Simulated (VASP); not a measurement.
# S (P6/mmm) in VASP: notebook, part 2 of 3

VASP 6.6.1. The steps go on from the part before.

## Step 3: Relaxation of cell and atoms, PBE, target pressure 2.3 GPa, at which the enthalpy is minimised

This run uses another cell than the first one, of 23.11 Å³/atom.

Input file INCAR:

```
SYSTEM = S
  PREC = Accurate
  ENCUT = 600
  EDIFF = 1E-6
  ISMEAR = -1
  SIGMA = 0.08
  LREAL = .False.
  LASPH = .True.
  NELM = 60
  ALGO = Normal
  ISIF = 3
  LWAVE = .False.
  LCHARG = .False.
  GGA = PE
  IBRION = 2
  NSW = 32
  EDIFFG = -0.005
  PSTRESS = 23.0
```

Input file KPOINTS:

```
regular mesh
0
Gamma
  8 8 11
  0 0 0
```

Input file POSCAR:

```
S
1.0
    6.1384501187      0.0000000000      0.0000000000
   -3.0692250593      5.3160537426      0.0000000000
    0.0000000000      0.0000000000      2.1248262645
S
3
Direct
    0.0000000000      0.0000000000      0.0000000000
    0.3333333333      0.6666666667      0.5000000000
    0.6666666667      0.3333333333      0.5000000000
```

Potentials or basis: VASP PAW PBE potentials, release 64 (S).

Started as:

```bash
cat potpaw_PBE.64/S/POTCAR > POTCAR
mpirun -np 1 vasp_std > vasp.out
```

OUTCAR:

```text
SYSTEM = S
   PREC = Accurate
   ENCUT = 600
   EDIFF = 1E-6
   ISMEAR = -1
   LREAL = .False.
   LASPH = .True.
   NELM = 60
   ISIF = 3
   GGA = PE
   IBRION = 2
   NSW = 32
   EDIFFG = -0.005
   PSTRESS = 23.0

 ion  position               nearest neighbor table
   1  0.000  0.000  0.000-
   2  0.333  0.667  0.500-
   3  0.667  0.333  0.500-

  LATTYP: Found a hexagonal cell.
 ALAT       =     6.1384501187
 C/A-ratio  =     0.3461502861

  Lattice vectors:

 A1 = (   6.1384501187,   0.0000000000,   0.0000000000)
 A2 = (  -3.0692250593,   5.3160537426,   0.0000000000)
 A3 = (   0.0000000000,   0.0000000000,   2.1248262645)

Analysis of symmetry for initial positions (statically):
=====================================================================
 Subroutine PRICEL returns:
 Original cell was already a primitive cell.

 Routine SETGRP: Setting up the symmetry group for a
 hexagonal supercell.

 Subroutine GETGRP returns: Found 24 space group operations
 (whereof 24 operations were pure point group operations)
 out of a pool of 24 trial point group operations.

The static configuration has the point symmetry D_6h.

Analysis of symmetry for dynamics (positions and initial velocities):
[... 357 lines left out ...]
--------------------------------------- Ionic step       13  -------------------------------------------

 number of electron      18.0000000 magnetization

 Free energy of the ion-electron system (eV)
  ---------------------------------------------------
  ext. energy  EPLUGINS =         0.00000000
  ---------------------------------------------------
  free energy    TOTEN  =       -10.01166577 eV

  energy without entropy =       -9.93629387  energy(sigma->0) =       -9.97397982

 E-fermi :   3.0808     XC(G=0):  -8.9833

 val. band max:        3.0802577886   @ k =   0.2500  -0.0000   0.2727
 cond. band min:       3.0836704113   @ k =   0.1250   0.1250   0.2727
 fundamental gap:      0.0034126226
 Fermi energy:         3.0807755805

 k-point     1 :       0.0000    0.0000    0.0000
  band No.  band energies     occupation
      1     -12.7660      2.00000
      2     -12.0899      2.00000
      3     -12.0750      2.00000
      4      -1.4853      2.00000
      5      -1.4853      2.00000
      6      -1.4684      2.00000
      7      -1.4684      2.00000
      8       0.8463      2.00000
      9       0.8463      2.00000
     10       7.3843      0.00000
     11      12.0861      0.00000
     12      12.0861      0.00000
     13      12.1686      0.00000
[... 354 lines left out ...]
  band No.  band energies     occupation
      1     -11.5341      2.00000
      2     -11.2670      2.00000
      3     -11.1471      2.00000
      4      -1.2508      2.00000
      5      -0.6219      2.00000
      6       0.3504      2.00000
      7       0.6666      2.00000
      8       0.8533      2.00000
      9       1.3315      2.00000
     10       6.4013      0.00000
     11       6.5293      0.00000
     12       6.6405      0.00000
     13       9.9662      0.00000

 [... further k-points ...]

------------------------ aborting loop because EDIFF is reached ----------------------------------------

  FORCE on cell =-STRESS in cart. coord.  units (eV):
  Direction    XX          YY          ZZ          XY          YZ          ZX
  --------------------------------------------------------------------------------------
  -------------------------------------------------------------------------------------
  Total        0.9858584      0.9858584      0.9937588      0.0000000      0.0000000     -0.0000000
  in kB       22.9281477     22.9281477     23.1118869      0.0000000      0.0000000     -0.0000000
  external PRESSURE =      -0.0106059 kB  Pullay stress =      23.0000000 kB
[... 22 lines left out ...]
  energy  without entropy=       -9.9362938716  energy(sigma->0) =       -9.97397982

  enthalpy is  TOTEN    =        -9.0227178951 eV   P V=        0.9889478731

 reached required accuracy - stopping structural energy minimisation
```

OSZICAR:

```text
N       E                     dE             d eps       ncg     rms          rms(c)
DAV:   1     0.952634814845E+02    0.95263E+02   -0.84968E+03  1560   0.131E+03
DAV:   2    -0.404019541090E+01   -0.99304E+02   -0.94529E+02  2090   0.204E+02
DAV:   3    -0.993457763694E+01   -0.58944E+01   -0.58030E+01  1865   0.553E+01
[... 92 lines left out ...]
       N       E                     dE             d eps       ncg     rms          rms(c)
DAV:   1    -0.100116885664E+02   -0.77088E-03   -0.72497E-04  1715   0.188E-01    0.404E-02
DAV:   2    -0.100116712491E+02    0.17317E-04   -0.37506E-05  1755   0.420E-02    0.249E-02
DAV:   3    -0.100116658725E+02    0.53766E-05   -0.15956E-05  1750   0.223E-02    0.128E-02
DAV:   4    -0.100116657682E+02    0.10430E-06   -0.97151E-06  1345   0.116E-02
  13 F= -.90227179E+01 E0= -.89850319E+01  d E =-.299479E-05
```

CONTCAR:

```text
S
   1.00000000000000
     6.1241685486331070    0.0000000000055777    0.0000000000000000
    -3.0620842742618399    5.3036855401023217   -0.0000000000000000
    -0.0000000000000000   -0.0000000000000000    2.1209539824351853
  S
     3
Direct
     0.0000000000000000    0.0000000000000000    0.0000000000000000
     0.3333333332999970    0.6666666667000030    0.5000000000000000
     0.6666666667000030    0.3333333332999970    0.5000000000000000

  0.00000000E+00  0.00000000E+00  0.00000000E+00
  0.00000000E+00  0.00000000E+00  0.00000000E+00
  0.00000000E+00  0.00000000E+00  0.00000000E+00
```

Run time: 5.4 min. Hardware: 1 thread of Intel Xeon Platinum 8259CL at 2.50GHz (Skylake/Cascade Lake), shared host; peak memory 0.22 GiB.

Results:

```
Free energy                                                : -10.0117 eV
Relaxed volume                                             : 22.96 Å³/atom
Relaxed cell                                               : a = 6.124 Å, b = 6.124 Å, c = 2.121 Å, α = 90.00°, β = 90.00°, γ = 120.00°
Space group after relaxing (to 0.1 Å)                      : P6/mmm (No. 191)
Energy change on relaxing (the run minimises the enthalpy) : +2.0 meV/atom
Ionic steps                                                : 13
Pressure after relaxing                                    : 2.3 GPa
Band gap on the k mesh                                     : zero (bands 9 and 10 overlap by 1.92 eV)
```

Step by step:
```csv
step,energy change (eV),largest force (eV/Å),pressure (GPa),volume (Å³)
1,0.0000,0.0000,2.05,69.34
2,0.0055,0.0000,2.54,68.97
3,0.0020,0.0000,2.26,69.18
4,0.0020,0.0000,2.26,69.18
5,0.0026,0.0000,2.25,69.13
6,0.0047,0.0000,2.27,68.99
7,0.0056,0.0000,2.27,68.93
8,0.0073,0.0000,2.29,68.81
9,0.0064,0.0000,2.29,68.87
10,0.0061,0.0000,2.30,68.89
11,0.0058,0.0000,2.28,68.91
12,0.0069,0.0000,2.34,68.84
13,0.0061,0.0000,2.30,68.89
```

Final structure:
```
CELL_PARAMETERS angstrom
6.12417 0.00000 0.00000
-3.06208 5.30369 0.00000
0.00000 0.00000 2.12095
ATOMIC_POSITIONS crystal
S 0.00000 0.00000 0.00000
S 0.33333 0.66667 0.50000
S 0.66667 0.33333 0.50000
```

Levels at points of the mesh, in eV from the Fermi level:
| k point | band 6 | band 7 | band 8 | band 9 | band 10 | band 11 | band 12 | band 13 |
| --- | --- | --- | --- | --- | --- | --- | --- | --- |
| (0.00, 0.00, 0.00) | -4.55 | -4.55 | -2.23 | -2.23 | 4.30 | 9.01 | 9.01 | 9.09 |
| (0.50, 0.00, 0.00) | -4.22 | -2.94 | -2.93 | -2.93 | 5.23 | 6.99 | 7.00 | 7.46 |

Caveat: the cell is relaxed towards a set pressure, so the run minimises the enthalpy, not the energy.

## Step 4: Single point, PBE

This run uses another cell than the first one, of 23.11 Å³/atom.

Input file INCAR:

```
  PREC = Accurate
  ENCUT = 520
  EDIFF = 1E-6
  ISMEAR = -1
  SIGMA = 0.08
  LREAL = False
  LASPH = True
  NELM = 100
  ALGO = Normal
  ISIF = 2
  LWAVE = False
  LCHARG = True
  GGA = PE
  LELF = True
  LVHAR = True
  NBANDS = 16
```

Input file KPOINTS:

```
regular mesh
0
Gamma
  8 8 11
```

POSCAR is that of step 3.

Potentials or basis: VASP PAW PBE potentials, release 64 (S).

Started as:

```bash
cat potpaw_PBE.64/S/POTCAR > POTCAR
mpirun -np 1 vasp_std > vasp.out
```

OUTCAR:

```text
PREC = Accurate
   ENCUT = 520
   EDIFF = 1E-6
   ISMEAR = -1
   LREAL = False
   LASPH = True
   NELM = 100
   ISIF = 2
   GGA = PE

 ion  position               nearest neighbor table
   1  0.000  0.000  0.000-
   2  0.333  0.667  0.500-
   3  0.667  0.333  0.500-

  LATTYP: Found a hexagonal cell.
 ALAT       =     6.1384501187
 C/A-ratio  =     0.3461502861

  Lattice vectors:

 A1 = (   6.1384501187,   0.0000000000,   0.0000000000)
 A2 = (  -3.0692250593,   5.3160537426,   0.0000000000)
 A3 = (   0.0000000000,   0.0000000000,   2.1248262645)

Analysis of symmetry for initial positions (statically):
=====================================================================
 Subroutine PRICEL returns:
 Original cell was already a primitive cell.

 Routine SETGRP: Setting up the symmetry group for a
 hexagonal supercell.

 Subroutine GETGRP returns: Found 24 space group operations
 (whereof 24 operations were pure point group operations)
 out of a pool of 24 trial point group operations.

The static configuration has the point symmetry D_6h.

Analysis of symmetry for dynamics (positions and initial velocities):
=====================================================================
 Subroutine PRICEL returns:
 Original cell was already a primitive cell.

 Routine SETGRP: Setting up the symmetry group for a
 hexagonal supercell.

 Subroutine GETGRP returns: Found 24 space group operations
 (whereof 24 operations were pure point group operations)
 out of a pool of 24 trial point group operations.

The dynamic configuration has the point symmetry D_6h.

 Subroutine INISYM returns: Found 24 space group operations
 (whereof 24 operations are pure point group operations),
 and found     1 'primitive' translations

----------------------------------------------------------------------------------------

                                     Primitive cell

  volume of cell :      69.3380

  direct lattice vectors                    reciprocal lattice vectors
     6.138450119  0.000000000  0.000000000     0.162907571  0.094054730  0.000000000
    -3.069225059  5.316053743  0.000000000     0.000000000  0.188109460  0.000000000
     0.000000000  0.000000000  2.124826264     0.000000000  0.000000000  0.470626713

  length of vectors
     6.138450119  6.138450119  2.124826264     0.188109460  0.188109460  0.470626713

  position of ions in fractional coordinates (direct lattice)
     0.000000000  0.000000000  0.000000000
     0.333333333  0.666666667  0.500000000
     0.666666667  0.333333333  0.500000000

  ion indices of the primitive-cell ions
   primitive index   ion index
                 1           1
                 2           2
                 3           3

----------------------------------------------------------------------------------------

 KPOINTS: regular mesh

Automatic generation of k-mesh.
 Grid dimensions read from file:
 generate k-points for:    8    8   11

 Generating k-lattice:

  Cartesian coordinates                     Fractional coordinates (reciprocal lattice)
     0.020363446  0.011756841  0.000000000     0.125000000  0.000000000  0.000000000
     0.000000000  0.023513683  0.000000000     0.000000000  0.125000000  0.000000000
     0.000000000  0.000000000  0.042784247     0.000000000  0.000000000  0.090909091

  Length of vectors
     0.023513683  0.023513683  0.042784247

  Shift w.r.t. Gamma in fractional coordinates (k-lattice)
     0.000000000  0.000000000  0.000000000

 Subroutine IBZKPT returns following result:
 ===========================================

 Found     60 irreducible k-points:

 Following reciprocal coordinates:
            Coordinates               Weight
  0.000000  0.000000  0.000000      1.000000
  0.125000 -0.000000  0.000000      6.000000
  0.250000 -0.000000  0.000000      6.000000
  0.375000 -0.000000  0.000000      6.000000
  0.500000 -0.000000  0.000000      3.000000
  0.125000  0.125000  0.000000      6.000000
[... 16 lines left out ...]
  0.250000 -0.000000  0.181818     12.000000
  0.375000 -0.000000  0.181818     12.000000
 [... further k-points ...]
   k-points           NKPTS =     60   k-points in BZ     NKDIM =     60   number of bands    NBANDS=     16
   number of dos      NEDOS =    301   number of ions     NIONS =      3
   total plane-waves  NPLWV =  36864
   dimension x,y,z NGX =    48 NGY =   48 NGZ =   16
   dimension x,y,z NGXF=    96 NGYF=   96 NGZF=   32
   ions per type =               3
   NGX,Y,Z   is equivalent  to a cutoff of  13.00, 13.00, 12.52 a.u.
   NGXF,Y,Z  is equivalent  to a cutoff of  26.00, 26.00, 25.04 a.u.
 SYSTEM =  unknown system
   PREC   = accura    normal or accurate (medium, high low for compatibility)
   ISTART =      0    job   : 0-new  1-cont  2-samecut
   ICHARG =      2    charge: 1-file 2-atom 10-const
   ISPIN  =      1    spin polarized calculation?
   LNONCOLLINEAR =      F non collinear calculations
   LSORBIT =      F    spin-orbit coupling
   LASPH  =      T    aspherical Exc in radial PAW
   ENCUT  =  520.0 eV  38.22 Ry    6.18 a.u.  11.41 11.41  3.95*2*pi/ulx,y,z
   NELM   =    100;   NELMIN=  2; NELMDL= -5     # of ELM steps
   EDIFF  = 0.1E-05   stopping-criterion for ELM
   LREAL  =      F    real-space projection
   EDIFFG = 0.1E-04   stopping-criterion for IOM
   NSW    =      0    number of steps for IOM
   IBRION =     -1    ionic relax: 0-MD 1-quasi-New 2-CG
   NFREE  =      0    steps in history (QN), initial steepest desc. (CG)
   ISIF   =      2    stress and relaxation
   ISYM   =      2    0-nonsym 1-usesym 2-fastsym
   POTIM  = 0.5000    time-step for ionic-motion
   TEBEG  =    0.0;   TEEND  =   0.0 temperature during run
   PSTRESS=    0.0 pullay stress
   NELECT =      18.0000    total number of electrons
   NUPDOWN=      -1.0000    fix difference up-down
   EMIN   =  10.00;   EMAX   =-10.00  energy-range for DOS
   EFERMI =   0.00;   METHOD = LEGACY
   ISMEAR =    -1;   SIGMA  =   0.08  broadening in eV -4-tet -1-fermi 0-gaus
   EFERMI_NEDOS =   21; number of points for ismear=-14 and -15
   IALGO  =     38    algorithm
   IMIX   =      4    mixing-type and parameters
     AMIX     =   0.40;   BMIX     =  1.00
     AMIX_MAG =   1.60;   BMIX_MAG =  1.00
  volume/ion in A,a.u.               =      23.11       155.97
  Fermi-wavevector in a.u.,A,eV,Ry     =   1.044340  1.973516 14.839134  1.090646
  Thomas-Fermi vector in A             =   2.179088
   LORBIT       =      0    0 simple, 1 ext, 2 COOP (PROOUT), +10 PAW based schemes
   GGA     = PE    functional components
   LHFCALC =     F    Hartree Fock is set to
   AEXX    =    0.0000 exact exchange contribution
   IVDW    =     0    specifies the selected vdW correction
   LEPSILON=     F    determine dielectric tensor
   LRPA    =     F    only Hartree local field effects (RPA)
 non-spin polarized calculation
  energy-cutoff  :      520.00
  volume of cell :       69.34
 maximum number of plane-waves:      1892
 NGX is ok and might be reduce to    48
   NGX = 23   NGY = 23   NGZ =  7

 number of electron      18.0000004 magnetization

 Free energy of the ion-electron system (eV)
  ---------------------------------------------------
  ext. energy  EPLUGINS =         0.00000000
  ---------------------------------------------------
  free energy    TOTEN  =       -10.01707593 eV

  energy without entropy =       -9.94308162  energy(sigma->0) =       -9.98007878

 E-fermi :   3.0120     XC(G=0):  -8.9537

 val. band max:        3.0112388669   @ k =   0.5000  -0.0000   0.4545
 cond. band min:       3.0271290018   @ k =   0.1250  -0.0000   0.2727
 fundamental gap:      0.0158901349
 Fermi energy:         3.0119963583

 k-point     1 :       0.0000    0.0000    0.0000
  band No.  band energies     occupation
      1     -12.7852      2.00000
      2     -12.1194      2.00000
      3     -12.1050      2.00000
      4      -1.5151      2.00000
      5      -1.5151      2.00000
      6      -1.4983      2.00000
[... 8 lines left out ...]
     15      12.0930      0.00000
     16      12.0930      0.00000
[... 419 lines left out ...]
 k-point    24 :       0.3750   -0.0000    0.1818
  band No.  band energies     occupation
      1     -11.5604      2.00000
      2     -11.2975      2.00000
      3     -11.1796      2.00000
      4      -1.2785      2.00000
      5      -0.6563      2.00000
      6       0.3058      2.00000
[... 8 lines left out ...]
     15      11.4971      0.00000
     16      11.7656      0.00000

 [... further k-points ...]

------------------------ aborting loop because EDIFF is reached ----------------------------------------

  FORCE on cell =-STRESS in cart. coord.  units (eV):
  Direction    XX          YY          ZZ          XY          YZ          ZX
  --------------------------------------------------------------------------------------
  -------------------------------------------------------------------------------------
  Total        0.9521716      0.9521716      0.7212152      0.0000000     -0.0000000      0.0000000
  in kB       22.0016013     22.0016013     16.6649466      0.0000000     -0.0000000      0.0000000
  external PRESSURE =      20.2227164 kB  Pullay stress =       0.0000000 kB

 VOLUME and BASIS-vectors are now :
 -----------------------------------------------------------------------------
  energy-cutoff  :      520.00
  volume of cell :       69.34
      direct lattice vectors                 reciprocal lattice vectors
     6.138450119  0.000000000  0.000000000     0.162907571  0.094054730  0.000000000
    -3.069225059  5.316053743  0.000000000     0.000000000  0.188109460  0.000000000
     0.000000000  0.000000000  2.124826264     0.000000000  0.000000000  0.470626713

 POSITION                                       TOTAL-FORCE (eV/Angst)
 -----------------------------------------------------------------------------------
      0.00000      0.00000      0.00000         0.000000     -0.000000      0.000000
     -0.00000      3.54404      1.06241         0.000000      0.000000      0.000000
      3.06923      1.77202      1.06241        -0.000000     -0.000000      0.000000
 -----------------------------------------------------------------------------------
    total drift:                               -0.000000      0.000000     -0.000000

  FREE ENERGIE OF THE ION-ELECTRON SYSTEM (eV)
  ---------------------------------------------------
  free  energy   TOTEN  =       -10.0170759300 eV

  energy  without entropy=       -9.9430816244  energy(sigma->0) =       -9.98007878
```

OSZICAR:

```text
N       E                     dE             d eps       ncg     rms          rms(c)
DAV:   1     0.762874901596E+02    0.76287E+02   -0.75837E+03  1920   0.942E+02
DAV:   2    -0.571672519849E+01   -0.82004E+02   -0.76945E+02  2624   0.166E+02
DAV:   3    -0.997503401550E+01   -0.42583E+01   -0.42205E+01  2416   0.412E+01
DAV:   4    -0.100192424297E+02   -0.44208E-01   -0.44170E-01  2736   0.496E+00
DAV:   5    -0.100200432982E+02   -0.80087E-03   -0.80083E-03  2528   0.631E-01    0.192E+01
DAV:   6    -0.100170773773E+02    0.29659E-02   -0.18349E-02  2648   0.579E-01    0.112E+01
DAV:   7    -0.100567459908E+02   -0.39669E-01   -0.32493E-01  2960   0.184E+00    0.181E+00
DAV:   8    -0.100169994445E+02    0.39747E-01   -0.98327E-02  2928   0.127E+00    0.424E-01
DAV:   9    -0.100171942436E+02   -0.19480E-03   -0.11337E-02  2720   0.467E-01    0.254E-01
DAV:  10    -0.100171424588E+02    0.51785E-04   -0.56345E-04  2504   0.139E-01    0.124E-01
DAV:  11    -0.100170883632E+02    0.54096E-04   -0.12852E-04  2832   0.379E-02    0.740E-02
DAV:  12    -0.100170808759E+02    0.74873E-05   -0.43827E-05  2352   0.348E-02    0.293E-02
DAV:  13    -0.100170760201E+02    0.48558E-05   -0.56005E-05  2864   0.222E-02    0.465E-03
DAV:  14    -0.100170759300E+02    0.90088E-07   -0.42180E-06  2016   0.107E-02
   1 F= -.10017076E+02 E0= -.99800788E+01  d E =-.739943E-01
```

It took 76 s on 1 thread of Intel Xeon 8259CL, shared host; peak memory 0.2 GiB.

Results:

```
Free energy            : -10.0171 eV
Pressure               : 2.0 GPa
Band gap on the k mesh : zero (bands 9 and 10 overlap by 1.90 eV)
```

Levels at points of the mesh, in eV from the Fermi level:
```
           k point  band 5  band 6  band 7  band 8  band 9  band 10  band 11  band 12  band 13  band 14
(0.00, 0.00, 0.00)   -4.53   -4.51   -4.51   -2.22   -2.22     4.32     9.01     9.01     9.08     9.08
(0.50, 0.00, 0.00)   -4.20   -4.18   -2.92   -2.91   -2.91     5.25     6.99     7.01     7.47     7.49
```

(Part 2 of 3 ends here.)
